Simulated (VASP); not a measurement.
# CoO (Cm) in VASP: a series of runs, part 2 of 2

VASP 6.6.1.

**3. Single point, PBE, collinear spin, ferromagnetic start (atoms displaced along several vibrational modes)**

Contents of INCAR:

```
ALGO = Normal
EDIFF = 1E-7
ENCUT = 520
GGA = PE
ISIF = 2
ISMEAR = 0
ISPIN = 2
LASPH = T
LCHARG = T
LELF = T
LMAXMIX = 4
LORBIT = 11
LREAL = F
LVHAR = T
LWAVE = F
MAGMOM = 2.7 0.34
NBANDS = 18
NELM = 150
PREC = Accurate
SIGMA = 0.15
```

Contents of KPOINTS:

```
k-points
0
Gamma
  18 18 18
```

Contents of POSCAR:

```
CoO
1.0
    1.5451331124      0.8920830184      2.2990762412
   -1.5451331124      0.8920830184      2.2990762412
    0.0000000000     -1.7841660368      2.2990762412
Co O
1 1
Direct
    0.0090450887      0.0090450887      0.0571273267
    0.4666819197      0.4666819197      0.2895683589
```

Potentials or basis: VASP PAW PBE potentials, release 64 (Co, O).

Started as:

```sh
$ cat potpaw_PBE.64/Co/POTCAR potpaw_PBE.64/O/POTCAR > POTCAR
$ mpirun -np 1 vasp_std > vasp.out
```

OUTCAR:

```text
EDIFF = 1E-7
   ENCUT = 520
   GGA = PE
   ISIF = 2
   ISMEAR = 0
   ISPIN = 2
   LASPH = T
   LORBIT = 11
   LREAL = F
   NELM = 150
   PREC = Accurate

 ion  position               nearest neighbor table
   1  0.009  0.009  0.057-   2 1.66   2 1.66   2 2.21   2 2.40
   2  0.467  0.467  0.290-   1 1.66   1 1.66   1 2.21   1 2.40

  LATTYP: Found a trigonal (rhomboedric) cell.
 ALAT       =     2.9101546367
 COS(alpha) =     0.4361940412

  Lattice vectors:

 A1 = (   1.5451331124,   0.8920830184,   2.2990762412)
 A2 = (  -1.5451331124,   0.8920830184,   2.2990762412)
 A3 = (   0.0000000000,  -1.7841660368,   2.2990762412)

Analysis of symmetry for initial positions (statically):
=====================================================================
 Subroutine PRICEL returns:
 Original cell was already a primitive cell.

 Routine SETGRP: Setting up the symmetry group for a
 trigonal (rhombohedral) supercell.

 Subroutine GETGRP returns: Found  2 space group operations
 (whereof  2 operations were pure point group operations)
 out of a pool of 12 trial point group operations.

The static configuration has the point symmetry C_1h.

Analysis of symmetry for dynamics (positions and initial velocities):
=====================================================================
 Subroutine PRICEL returns:
 Original cell was already a primitive cell.

 Routine SETGRP: Setting up the symmetry group for a
 trigonal (rhombohedral) supercell.

 Subroutine GETGRP returns: Found  2 space group operations
 (whereof  2 operations were pure point group operations)
 out of a pool of 12 trial point group operations.

The dynamic configuration has the point symmetry C_1h.

Analysis of structural, dynamic, and magnetic symmetry:
=====================================================================
[... 152 lines left out ...]
  ---------------------------------------------------
  ext. energy  EPLUGINS =         0.00000000
  ---------------------------------------------------
  free energy    TOTEN  =       -11.88040351 eV

  energy without entropy =      -11.84387575  energy(sigma->0) =      -11.86213963

 E-fermi :   8.2052     XC(G=0): -12.3681

 val. band max:        8.2050211787   @ k =   0.5000   0.1667   0.1111
 cond. band min:       8.2057541431   @ k =   0.3333  -0.2222   0.5000
 fundamental gap:      0.0007329643
 Fermi energy:         8.2051889746

 spin component 1

 k-point     1 :       0.0000    0.0000    0.0000
  band No.  band energies     occupation
      1     -13.3046      1.00000
      2       1.1277      1.00000
      3       1.4963      1.00000
      4       3.6600      1.00000
      5       4.9131      1.00000
      6       5.8982      1.00000
[... 493 lines left out ...]
     17      31.7614      0.00000
     18      33.2244      0.00000

 [... further k-points ...]

 Fermi energy:         8.2051889746

 spin component 2

 k-point     1 :       0.0000    0.0000    0.0000
  band No.  band energies     occupation
      1     -12.9761      1.00000
      2       1.7268      1.00000
      3       2.1845      1.00000
      4       4.3690      1.00000
      5       6.4034      1.00000
      6       7.1062      1.00000
[... 493 lines left out ...]
     17      32.1435      0.00000
     18      33.6348      0.00000

 [... further k-points ...]

------------------------ aborting loop because EDIFF is reached ----------------------------------------

  FORCE on cell =-STRESS in cart. coord.  units (eV):
  Direction    XX          YY          ZZ          XY          YZ          ZX
  --------------------------------------------------------------------------------------
  -------------------------------------------------------------------------------------
  Total       12.0928130      1.2223859      2.2726148      0.0000000     -1.1580828      0.0000000
  in kB     1018.9717049    103.0013975    191.4964004      0.0000000    -97.5830538      0.0000000
  external PRESSURE =     437.8231676 kB  Pullay stress =       0.0000000 kB

 VOLUME and BASIS-vectors are now :
 -----------------------------------------------------------------------------
  energy-cutoff  :      520.00
  volume of cell :       19.01
      direct lattice vectors                 reciprocal lattice vectors
     1.545133112  0.892083018  2.299076241     0.323596715  0.186828651  0.144985767
    -1.545133112  0.892083018  2.299076241    -0.323596715  0.186828651  0.144985767
     0.000000000 -1.784166037  2.299076241     0.000000000 -0.373657301  0.144985767

 POSITION                                       TOTAL-FORCE (eV/Angst)
 -----------------------------------------------------------------------------------
      0.00000     -0.08579      0.17293         0.000000      2.439070     -1.338552
      0.00000      0.31600      2.81161         0.000000     -2.439070      1.338552
 -----------------------------------------------------------------------------------
    total drift:                                0.000000     -0.000325      0.000382

  FREE ENERGIE OF THE ION-ELECTRON SYSTEM (eV)
  ---------------------------------------------------
  free  energy   TOTEN  =       -11.8804035069 eV

  energy  without entropy=      -11.8438757453  energy(sigma->0) =      -11.86213963

 total charge

# of ion       s       p       d       tot
------------------------------------------
    1        0.454   0.627   7.468   8.549
    2        1.585   3.493   0.000   5.078
--------------------------------------------------
tot          2.039   4.120   7.468  13.627

 magnetization (x)

# of ion       s       p       d       tot
------------------------------------------
    1        0.038   0.027   1.502   1.568
    2        0.011   0.169   0.000   0.180
--------------------------------------------------
tot          0.050   0.196   1.502   1.748
```

Wall time 38 min (1 thread of Oxide Virtual Turin-like, shared host); peak memory 0.79 GiB.

What came out:

```
Free energy                                           : -11.8804 eV
Pressure                                              : 43.8 GPa
Largest force                                         : 2.782 eV/Å
Net moment                                            : 1.80 μB per cell
Site moments                                          : Co +1.57; O +0.18 μB
Valence electrons inside the program's atomic spheres : Co 8.55; O 5.08
```

Forces on the atoms (eV/Å):
```
Co   0.000  2.439 -1.339
O    0.000 -2.439  1.339
```

Levels at points of the mesh, in eV from the Fermi level:
Spin up:
```tsv
k point	band 6	band 7	band 8	band 9	band 10	band 11
(0.00, 0.00, 0.00)	-2.31	-1.71	-0.45	0.37	3.11	15.58
(0.50, 0.00, 0.00)	-2.44	-1.93	-1.08	0.03	6.25	8.69
(0.00, 0.00, 0.50)	-2.78	-1.63	-0.47	0.22	6.46	8.84
(0.50, 0.50, 0.00)	-1.81	-1.62	-0.66	-0.07	6.49	9.58
(0.50, 0.00, 0.50)	-1.78	-1.24	-1.06	-0.10	4.44	9.21
(0.50, 0.50, 0.50)	-1.67	-1.43	0.45	0.63	6.71	8.51
```
Spin down:
| k point | band 5 | band 6 | band 7 | band 8 | band 9 | band 10 |
| --- | --- | --- | --- | --- | --- | --- |
| (0.00, 0.00, 0.00) | -1.80 | -1.10 | -0.70 | 0.75 | 1.74 | 4.08 |
| (0.50, 0.00, 0.00) | -1.89 | -1.07 | -0.24 | 0.49 | 1.34 | 6.72 |
| (0.00, 0.00, 0.50) | -1.55 | -1.49 | -0.04 | 0.90 | 1.59 | 6.80 |
| (0.50, 0.50, 0.00) | -0.59 | -0.40 | 0.17 | 0.83 | 1.18 | 7.05 |
| (0.50, 0.00, 0.50) | -0.43 | -0.27 | 0.04 | 0.45 | 1.22 | 4.83 |
| (0.50, 0.50, 0.50) | -0.55 | -0.33 | 0.03 | 1.78 | 1.95 | 7.19 |

Caveat: the cell differs from its parent crystal (atoms displaced along several vibrational modes); the stress differs along the axes, from 10 to 102 GPa; a cell with one magnetic atom can't hold antiferromagnetic order, which such compounds often take; semilocal functionals often make such compounds metallic where correlation or magnetic order opens a gap, which also shifts bond lengths; forces of over 1 eV/Å act on the atoms, so gaps and moduli don't describe the material at rest.
